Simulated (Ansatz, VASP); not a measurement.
## Two plane-wave programs on SiGe

```
Si Ge
1.0
     3.76631    0.00000    0.00000
    -1.88315    3.26172    0.00000
     0.00000    0.00000    7.46331
Si Ge
2 2
Direct
  0.66667 0.33333 0.87455
  0.33333 0.66667 0.37455
  0.66667 0.33333 0.50045
  0.33333 0.66667 0.00045
```

Alike in both runs: task single point; functional PBEsol; k mesh 12 × 12 × 6; occupations gaussian, width 0.03 eV; no spin polarisation.

```csv
,VASP,Ansatz
version,VASP 6.6.1,Ansatz 0.2.0
potentials or method,"VASP PAW PBE potentials, release 64 (Si, Ge_d), cutoff 520 eV","scalar-relativistic, plane waves, PAW"
valence electrons in the cell,36,36
```

VASP gave:

* gap on the k mesh at the Fermi level (eV): none
* pressure (GPa): -2.1
* traceless stress, the component that is largest in VASP (GPa): -13.67
* rms of the force components (eV/Å): 0.287

Problem. Estimate Ansatz's values.

Solution. gap on the k mesh at the Fermi level (eV): none; pressure (GPa): -2.0; traceless stress, the component that is largest in VASP (GPa): -13.64; rms of the force components (eV/Å): 0.290.

VASP's potentials were made for PBE, not for PBEsol, and Ansatz warns of the same on its side. Atom by atom the forces differ by 0.003 eV/Å (rms over components). A gap of «none» marks a metal or a gap that the smearing closes.
